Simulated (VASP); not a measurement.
# BaTiO3 in VASP: a series of runs

The runs below take BaTiO3 through single point, relaxation of cell and atoms, with PBE+U.

Everything below comes from runs of VASP 6.6.1. Logs are shortened: lines on timing, memory, paths and dates and some standing lists are left out, and cuts for length are marked.

## 1. The cell of the first run

Symmetry: Amm2, No. 38, orthorhombic system. The conventional cell has a = 4.007 Å, b = 5.747 Å, c = 5.774 Å, α = 90.00°, β = 90.00°, γ = 90.00°. Within 3.7 Å of Ba (site symmetry mm2) lie 12 O at 2.79 to 2.98 Å and 8 Ti at 3.46 to 3.57 Å. Within 2.5 Å of Ti (site symmetry mm2) lie 6 O at 1.89 to 2.19 Å. Within 2.5 Å of O (site symmetry m) lie 2 Ti at 1.89 to 2.19 Å. Within 2.7 Å of O (site symmetry mm2) lie 2 Ti at 2.01 Å.

## 2. Single point, PBE+U

Input file INCAR:

```
SYSTEM = BaTiO3
ALGO = Normal ; EDIFF = 1E-7
ENCUT = 520 ; GGA = PE
ISIF = 2 ; ISMEAR = 0
LASPH = .True. ; LCHARG = .False.
LDAU = .True. ; LDAUJ = 0 0 0
LDAUL = -1 2 -1 ; LDAUPRINT = 1
LDAUTYPE = 2 ; LDAUU = 0 4 0
LMAXMIX = 4 ; LREAL = .False.
LWAVE = .False. ; NBANDS = 51
NELM = 150 ; PREC = Accurate
SIGMA = 0.02
```

Input file KPOINTS:

```
k-points
0
Gamma
  6 4 4
  0 0 0
```

Input file POSCAR:

```
BaTiO3
1.0
    4.0071819477      0.0000000000      0.0000000000
    0.0000000000      5.7471900656      0.0000000000
    0.0000000000      0.0000000000      5.7739625045
Ba Ti O
2 2 6
Direct
    0.0000000000      0.5000000000      0.5048291909
    0.0000000000      0.0000000000      0.0048291909
    0.5000000000      0.5000000000      0.0166595134
    0.5000000000      0.0000000000      0.5166595134
    0.5000000000      0.7445768158      0.2350938298
    0.5000000000      0.2554231842      0.2350938298
    0.0000000000      0.5000000000      0.9882236360
    0.5000000000      0.2445768158      0.7350938298
    0.5000000000      0.7554231842      0.7350938298
    0.0000000000      0.0000000000      0.4882236360
```

Potentials or basis: VASP PAW PBE potentials, release 64 (Ba_sv, Ti_sv, O).

Started as:

```console
> cat potpaw_PBE.64/Ba_sv/POTCAR potpaw_PBE.64/Ti_sv/POTCAR potpaw_PBE.64/O/POTCAR > POTCAR
> mpirun -np 1 vasp_std > vasp.out
```

OUTCAR:

```text
SYSTEM = BaTiO3
   EDIFF = 1E-7
   ENCUT = 520
   GGA = PE
   ISIF = 2
   ISMEAR = 0
   LASPH = .True.
   LREAL = .False.
   NELM = 150
   PREC = Accurate

 ion  position               nearest neighbor table
   1  0.000  0.500  0.505-   7 2.79   8 2.82   9 2.82   8 2.82   9 2.82  10 2.88  10 2.88   5 2.90
                             6 2.90   6 2.90   5 2.90   7 2.98   3 3.46   3 3.46   4 3.50   4 3.50
   2  0.000  0.000  0.005-  10 2.79   6 2.82   5 2.82   5 2.82   6 2.82   7 2.88   7 2.88   8 2.90
                             9 2.90   8 2.90   9 2.90  10 2.98   4 3.46   4 3.46   3 3.50   3 3.50
   3  0.500  0.500  0.017-   5 1.89   6 1.89   7 2.01   7 2.01   9 2.19   8 2.19   1 3.46   1 3.46
                             2 3.50   2 3.50   2 3.50   2 3.50   1 3.57   1 3.57
   4  0.500  0.000  0.517-   8 1.89   9 1.89  10 2.01  10 2.01   5 2.19   6 2.19   2 3.46   2 3.46
                             1 3.50   1 3.50   1 3.50   1 3.50   2 3.57   2 3.57
   5  0.500  0.745  0.235-   3 1.89   4 2.19   2 2.82   2 2.82   1 2.90   1 2.90
   6  0.500  0.255  0.235-   3 1.89   4 2.19   2 2.82   2 2.82   1 2.90   1 2.90
   7  0.000  0.500  0.988-   3 2.01   3 2.01   1 2.79   2 2.88   2 2.88   1 2.98
   8  0.500  0.245  0.735-   4 1.89   3 2.19   1 2.82   1 2.82   2 2.90   2 2.90
   9  0.500  0.755  0.735-   4 1.89   3 2.19   1 2.82   1 2.82   2 2.90   2 2.90
  10  0.000  0.000  0.488-   4 2.01   4 2.01   2 2.79   1 2.88   1 2.88   2 2.98

  LATTYP: Found a simple orthorhombic cell.
 ALAT       =     4.0071819477
 B/A-ratio  =     1.4342223889
 C/A-ratio  =     1.4409035027

  Lattice vectors:

 A1 = (   4.0071819477,   0.0000000000,   0.0000000000)
 A2 = (   0.0000000000,   5.7471900656,   0.0000000000)
 A3 = (   0.0000000000,   0.0000000000,   5.7739625045)

Analysis of symmetry for initial positions (statically):
=====================================================================
 Subroutine PRICEL returns following result:

  LATTYP: Found a base centered orthorhombic cell.
 ALAT       =     5.7471900656
 B/A-ratio  =     1.0046583528
 C/A-ratio  =     0.6972419394

  Lattice vectors:

 A1 = (   0.0000000000,   2.8735950328,  -2.8869812523)
 A2 = (   0.0000000000,   2.8735950328,   2.8869812522)
 A3 = (   4.0071819477,   0.0000000000,   0.0000000000)

   2 primitive cells build up your supercell.

 Routine SETGRP: Setting up the symmetry group for a
 simple orthorhombic supercell.

 Subroutine GETGRP returns: Found  4 space group operations
 (whereof  4 operations were pure point group operations)
 out of a pool of  8 trial point group operations.

The static configuration has the point symmetry C_2v.

Analysis of symmetry for dynamics (positions and initial velocities):
=====================================================================
 Subroutine PRICEL returns following result:

  LATTYP: Found a base centered orthorhombic cell.
 ALAT       =     5.7471900656
 B/A-ratio  =     1.0046583528
 C/A-ratio  =     0.6972419394

  Lattice vectors:

 A1 = (   0.0000000000,   2.8735950328,  -2.8869812523)
 A2 = (   0.0000000000,   2.8735950328,   2.8869812522)
 A3 = (   4.0071819477,   0.0000000000,   0.0000000000)

   2 primitive cells build up your supercell.

 Routine SETGRP: Setting up the symmetry group for a
 simple orthorhombic supercell.

 Subroutine GETGRP returns: Found  4 space group operations
 (whereof  4 operations were pure point group operations)
 out of a pool of  8 trial point group operations.

The dynamic configuration has the point symmetry C_2v.

 Subroutine INISYM returns: Found  4 space group operations
[... 140 lines left out ...]
  energy-cutoff  :      520.00
  volume of cell :      132.97
 maximum number of plane-waves:      3614
 NGX is ok and might be reduce to    30
   NGX = 15   NGY = 21   NGZ = 21

atom =   3  type =  2  l = 2

 onsite density matrix

spin component  1

  0.1084  0.0000 -0.0000  0.0000  0.0000
  0.0000  0.2429 -0.0000  0.0000 -0.0000
 -0.0000 -0.0000  0.1366  0.0000 -0.0486
  0.0000  0.0000  0.0000  0.1069  0.0000
  0.0000 -0.0000 -0.0486  0.0000  0.2113

spin component  2

  0.1084  0.0000 -0.0000  0.0000  0.0000
  0.0000  0.2429 -0.0000  0.0000 -0.0000
 -0.0000 -0.0000  0.1366  0.0000 -0.0486
  0.0000  0.0000  0.0000  0.1069  0.0000
  0.0000 -0.0000 -0.0486  0.0000  0.2113

 occupancies and eigenvectors

  o =  0.1069  v =  0.0000 -0.0000 -0.0000  1.0000  0.0000  0.0000  0.0000  0.0000  0.0000  0.0000      0.0000  0.0000  0.0000  0.0000  0.0000  0.0000  0.0000  0.0000  0.0000  0.0000
  o =  0.1069  v =  0.0000  0.0000  0.0000  0.0000  0.0000  0.0000 -0.0000 -0.0000  1.0000  0.0000      0.0000  0.0000  0.0000  0.0000  0.0000  0.0000  0.0000  0.0000  0.0000  0.0000
  o =  0.1084  v =  1.0000  0.0000  0.0000  0.0000  0.0000  0.0000  0.0000  0.0000  0.0000  0.0000      0.0000  0.0000  0.0000  0.0000  0.0000  0.0000  0.0000  0.0000  0.0000  0.0000
  o =  0.1084  v =  0.0000  0.0000  0.0000  0.0000  0.0000  1.0000  0.0000  0.0000  0.0000  0.0000      0.0000  0.0000  0.0000  0.0000  0.0000  0.0000  0.0000  0.0000  0.0000  0.0000
  o =  0.1127  v =  0.0000  0.0000  0.0000  0.0000  0.0000  0.0000 -0.0000  0.8970  0.0000  0.4421      0.0000  0.0000  0.0000  0.0000  0.0000  0.0000  0.0000  0.0000  0.0000  0.0000
  o =  0.1127  v =  0.0000 -0.0000  0.8970  0.0000  0.4421  0.0000  0.0000  0.0000  0.0000  0.0000      0.0000  0.0000  0.0000  0.0000  0.0000  0.0000  0.0000  0.0000  0.0000  0.0000
  o =  0.2352  v =  0.0000  0.0000  0.4421  0.0000 -0.8970  0.0000  0.0000  0.0000  0.0000  0.0000      0.0000  0.0000  0.0000  0.0000  0.0000  0.0000  0.0000  0.0000  0.0000  0.0000
  o =  0.2352  v =  0.0000  0.0000  0.0000  0.0000  0.0000  0.0000  0.0000  0.4421  0.0000 -0.8970      0.0000  0.0000  0.0000  0.0000  0.0000  0.0000  0.0000  0.0000  0.0000  0.0000
  o =  0.2429  v =  0.0000  0.0000  0.0000  0.0000  0.0000  0.0000 -1.0000  0.0000 -0.0000 -0.0000      0.0000  0.0000  0.0000  0.0000  0.0000  0.0000  0.0000  0.0000  0.0000  0.0000
  o =  0.2429  v =  0.0000 -1.0000  0.0000 -0.0000 -0.0000  0.0000  0.0000  0.0000  0.0000  0.0000      0.0000  0.0000  0.0000  0.0000  0.0000  0.0000  0.0000  0.0000  0.0000  0.0000

atom =   4  type =  2  l = 2

 onsite density matrix

spin component  1

  0.1084  0.0000 -0.0000  0.0000 -0.0000
  0.0000  0.2429 -0.0000  0.0000 -0.0000
 -0.0000 -0.0000  0.1366  0.0000 -0.0486
  0.0000  0.0000  0.0000  0.1069  0.0000
 -0.0000 -0.0000 -0.0486  0.0000  0.2113

spin component  2

  0.1084  0.0000 -0.0000  0.0000 -0.0000
  0.0000  0.2429 -0.0000  0.0000 -0.0000
 -0.0000 -0.0000  0.1366  0.0000 -0.0486
  0.0000  0.0000  0.0000  0.1069  0.0000
 -0.0000 -0.0000 -0.0486  0.0000  0.2113

 occupancies and eigenvectors

  o =  0.1069  v =  0.0000 -0.0000  0.0000  1.0000  0.0000  0.0000  0.0000  0.0000  0.0000  0.0000      0.0000  0.0000  0.0000  0.0000  0.0000  0.0000  0.0000  0.0000  0.0000  0.0000
  o =  0.1069  v =  0.0000  0.0000  0.0000  0.0000  0.0000  0.0000 -0.0000  0.0000  1.0000  0.0000      0.0000  0.0000  0.0000  0.0000  0.0000  0.0000  0.0000  0.0000  0.0000  0.0000
  o =  0.1084  v =  1.0000  0.0000  0.0000  0.0000  0.0000  0.0000  0.0000  0.0000  0.0000  0.0000      0.0000  0.0000  0.0000  0.0000  0.0000  0.0000  0.0000  0.0000  0.0000  0.0000
  o =  0.1084  v =  0.0000  0.0000  0.0000  0.0000  0.0000  1.0000  0.0000  0.0000  0.0000  0.0000      0.0000  0.0000  0.0000  0.0000  0.0000  0.0000  0.0000  0.0000  0.0000  0.0000
  o =  0.1127  v =  0.0000  0.0000  0.0000  0.0000  0.0000  0.0000 -0.0000  0.8970  0.0000  0.4421      0.0000  0.0000  0.0000  0.0000  0.0000  0.0000  0.0000  0.0000  0.0000  0.0000
  o =  0.1127  v =  0.0000 -0.0000  0.8970  0.0000  0.4421  0.0000  0.0000  0.0000  0.0000  0.0000      0.0000  0.0000  0.0000  0.0000  0.0000  0.0000  0.0000  0.0000  0.0000  0.0000
  o =  0.2352  v =  0.0000  0.0000 -0.4421 -0.0000  0.8970  0.0000  0.0000  0.0000  0.0000  0.0000      0.0000  0.0000  0.0000  0.0000  0.0000  0.0000  0.0000  0.0000  0.0000  0.0000
  o =  0.2352  v =  0.0000  0.0000  0.0000  0.0000  0.0000  0.0000  0.0000 -0.4421 -0.0000  0.8970      0.0000  0.0000  0.0000  0.0000  0.0000  0.0000  0.0000  0.0000  0.0000  0.0000
  o =  0.2429  v =  0.0000  0.0000  0.0000  0.0000  0.0000  0.0000  1.0000  0.0000  0.0000 -0.0000      0.0000  0.0000  0.0000  0.0000  0.0000  0.0000  0.0000  0.0000  0.0000  0.0000
  o =  0.2429  v =  0.0000  1.0000  0.0000  0.0000 -0.0000  0.0000  0.0000  0.0000  0.0000  0.0000      0.0000  0.0000  0.0000  0.0000  0.0000  0.0000  0.0000  0.0000  0.0000  0.0000

 number of electron      79.9999976 magnetization

 Free energy of the ion-electron system (eV)
  ---------------------------------------------------
  ext. energy  EPLUGINS =         0.00000000
  ---------------------------------------------------
  free energy    TOTEN  =       -74.61501091 eV

  energy without entropy =      -74.61501091  energy(sigma->0) =      -74.61501091

 E-fermi :   3.8128     XC(G=0): -11.0625

 val. band max:        3.6901859421   @ k =   0.5000   0.0000   0.0000
 cond. band min:       6.1881366421   @ k =   0.0000   0.0000   0.0000
 fundamental gap:      2.4979507000
 Fermi energy:         3.8127807973

 k-point     1 :       0.0000    0.0000    0.0000
  band No.  band energies     occupation
      1     -53.9442      2.00000
      2     -53.9428      2.00000
      3     -30.1720      2.00000
      4     -30.1622      2.00000
      5     -30.1388      2.00000
      6     -30.1288      2.00000
[... 1285 lines left out ...]
     50      10.7724      0.00000
     51      11.3264      0.00000

 [... further k-points ...]
[... 5 lines left out ...]
  --------------------------------------------------------------------------------------
  -------------------------------------------------------------------------------------
  Total        2.7368293      3.1436426      2.7981800      0.0000000      0.0000000      0.0000000
  in kB       32.9753723     37.8769647     33.7145724      0.0000000      0.0000000      0.0000000
  external PRESSURE =      34.8556365 kB  Pullay stress =       0.0000000 kB

 VOLUME and BASIS-vectors are now :
 -----------------------------------------------------------------------------
  energy-cutoff  :      520.00
  volume of cell :      132.97
      direct lattice vectors                 reciprocal lattice vectors
     4.007181948  0.000000000  0.000000000     0.249551933  0.000000000  0.000000000
     0.000000000  5.747190066  0.000000000     0.000000000  0.173998074  0.000000000
     0.000000000  0.000000000  5.773962505     0.000000000  0.000000000  0.173191287

 POSITION                                       TOTAL-FORCE (eV/Angst)
 -----------------------------------------------------------------------------------
      0.00000      2.87360      2.91486         0.000000      0.000000     -0.041105
      0.00000      0.00000      0.02788         0.000000     -0.000000     -0.041105
      2.00359      2.87360      0.09619        -0.000000     -0.000000     -0.596289
      2.00359      0.00000      2.98317        -0.000000      0.000000     -0.596289
      2.00359      4.27922      1.35742        -0.000000      0.306032      0.311016
      2.00359      1.46797      1.35742        -0.000000     -0.306032      0.311016
      0.00000      2.87360      5.70597         0.000000      0.000000      0.015362
      2.00359      1.40563      4.24440        -0.000000      0.306032      0.311016
      2.00359      4.34156      4.24440        -0.000000     -0.306032      0.311016
      0.00000      0.00000      2.81898         0.000000      0.000000      0.015362
 -----------------------------------------------------------------------------------
    total drift:                                0.000000      0.000000      0.000364

  FREE ENERGIE OF THE ION-ELECTRON SYSTEM (eV)
  ---------------------------------------------------
  free  energy   TOTEN  =       -74.6150109107 eV

  energy  without entropy=      -74.6150109107  energy(sigma->0) =      -74.61501091
```

Run time: 5.4 min. Hardware: 1 thread of Intel Xeon Platinum 8375C at 2.90GHz (Ice Lake), shared host; peak memory 0.37 GiB.

Results:

| Property | Result |
| --- | --- |
| Free energy | -74.6150 eV |
| Pressure | 3.5 GPa |
| Largest force | 0.596 eV/Å |
| Band gap on the k mesh | 2.50 eV |

Forces on the atoms (eV/Å):
```
Ba   0.000  0.000 -0.041
Ba   0.000  0.000 -0.041
Ti   0.000  0.000 -0.596
Ti   0.000  0.000 -0.596
O    0.000  0.306  0.311
O    0.000 -0.306  0.311
O    0.000  0.000  0.015
O    0.000  0.306  0.311
O    0.000 -0.306  0.311
O    0.000  0.000  0.015
```

Stress tensor (GPa, compression positive):
```
3.30 0.00 0.00
0.00 3.79 0.00
0.00 0.00 3.37
```

Levels at points of the mesh, in eV from the valence-band top:
| k point | band 36 | band 37 | band 38 | band 39 | band 40 | band 41 | band 42 | band 43 | band 44 | band 45 |
| --- | --- | --- | --- | --- | --- | --- | --- | --- | --- | --- |
| (0.00, 0.00, 0.00) | -0.89 | -0.48 | -0.47 | -0.43 | -0.23 | 2.50 | 2.63 | 2.69 | 3.97 | 4.00 |
| (0.50, 0.00, 0.00) | -1.12 | -1.04 | -0.15 | -0.02 | 0.00 | 2.82 | 3.92 | 4.06 | 4.08 | 4.51 |
| (0.00, 0.50, 0.00) | -1.08 | -1.05 | -1.05 | -0.60 | -0.60 | 3.23 | 3.23 | 3.42 | 3.42 | 3.49 |
| (0.50, 0.50, 0.00) | -0.92 | -0.61 | -0.61 | -0.50 | -0.50 | 3.65 | 3.65 | 4.12 | 4.12 | 4.25 |
| (0.00, 0.00, 0.50) | -1.07 | -0.99 | -0.99 | -0.63 | -0.63 | 3.33 | 3.33 | 3.35 | 3.35 | 3.54 |
| (0.50, 0.00, 0.50) | -1.04 | -0.60 | -0.60 | -0.50 | -0.50 | 3.77 | 3.77 | 4.14 | 4.14 | 4.24 |
| (0.00, 0.50, 0.50) | -1.64 | -0.94 | -0.94 | -0.83 | -0.83 | 2.71 | 2.71 | 3.96 | 3.96 | 3.96 |
| (0.50, 0.50, 0.50) | -0.96 | -0.93 | -0.93 | -0.08 | -0.08 | 3.99 | 3.99 | 4.02 | 4.02 | 4.38 |

Eigenvalues of the final occupation matrices:
```csv
site,spin,trace,eigenvalues
site 3 d,1,0.81,0.11 0.11 0.11 0.24 0.24
site 3 d,2,0.81,0.11 0.11 0.11 0.24 0.24
site 4 d,1,0.81,0.11 0.11 0.11 0.24 0.24
site 4 d,2,0.81,0.11 0.11 0.11 0.24 0.24
```

Caveat: spin-orbit coupling is left out, which moves the levels of the heavy elements. A k mesh can miss the band edges.

(Part 1 of 4 ends here.)
